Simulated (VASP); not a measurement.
Input of a VASP 6.6.1 run:

File INCAR:

```
SYSTEM = Al
PREC     = Accurate       ! precision mode
ENCUT    = 520            ! plane-wave cutoff, eV
EDIFF    = 1E-7           ! SCF threshold, eV
ISMEAR   = 0              ! smearing method
SIGMA    = 0.1            ! smearing width, eV
LREAL    = Auto         
LASPH    = .TRUE.         ! aspherical terms in the spheres
NELM     = 100            ! most SCF steps
ALGO     = Normal         ! electronic algorithm
ISIF     = 2              ! what is computed and relaxed
LWAVE    = .FALSE.        ! write WAVECAR
LCHARG   = .TRUE.         ! write CHGCAR
LDIPOL   = .TRUE.       
IDIPOL   = 3            
DIPOL    = 0.5 0.5 0.503
GGA      = PE             ! functional
IVDW     = 12             ! dispersion correction
LELF     = .TRUE.         ! ELF
LVHAR    = .TRUE.       
LVACPOTAV= .TRUE.       
NBANDS   = 38             ! bands
```

KPOINTS

```
regular mesh
0
G
  5 5 1
  0 0 0
```

Contents of POSCAR:

```
Al
1.0
    5.6324246406      0.0000000000      0.0000000000
    0.0000000000      5.6324246406      0.0000000000
    0.0000000000      0.0000000000     22.9740884869
Al
16
Direct
    0.2500000000      0.2500000000      0.3699820345
    0.2500000000      0.7500000000      0.3699820345
    0.7500000000      0.2500000000      0.3699820345
    0.7500000000      0.7500000000      0.3699820345
    0.5000000000      0.5000000000      0.4566606782
    0.5000000000      0.0000000000      0.4566606782
    0.0000000000      0.5000000000      0.4566606782
    0.0000000000      0.0000000000      0.4566606782
    0.7500000000      0.7500000000      0.5469638116
    0.7500000000      0.2500000000      0.5469638116
    0.2500000000      0.7500000000      0.5469638116
    0.2500000000      0.2500000000      0.5469638116
    0.0000000000      0.0000000000      0.6367925453
    0.0000000000      0.5000000000      0.6367925453
    0.5000000000      0.0000000000      0.6367925453
    0.5000000000      0.5000000000      0.6367925453
```

Potentials or basis: VASP PAW PBE potentials, release 64 (Al).

Command:

```sh
$ cat potpaw_PBE.64/Al/POTCAR > POTCAR
$ mpirun -np 1 vasp_std > vasp.out
```

Task: Estimate the largest force.

Result: 0.249 eV/Å.

Task: Predict the dispersion energy per atom.

Result: -0.246 eV.

Task: What does it give for the band gap on the k mesh?

Result: Zero (band 24 reaches 0.35 eV, above the bottom of band 25 at -0.39 eV).

Forces in eV/Å, atoms in the order of the input:
```
Al   0.000  0.000 -0.247
Al   0.000  0.000 -0.247
Al   0.000  0.000 -0.247
Al   0.000  0.000 -0.247
Al   0.000  0.000  0.249
Al   0.000  0.000  0.249
Al   0.000  0.000  0.249
Al   0.000  0.000  0.249
Al   0.000  0.000 -0.004
Al   0.000  0.000 -0.004
Al   0.000  0.000 -0.004
Al   0.000  0.000 -0.004
Al   0.000  0.000  0.002
Al   0.000  0.000  0.002
Al   0.000  0.000  0.002
Al   0.000  0.000  0.002
```
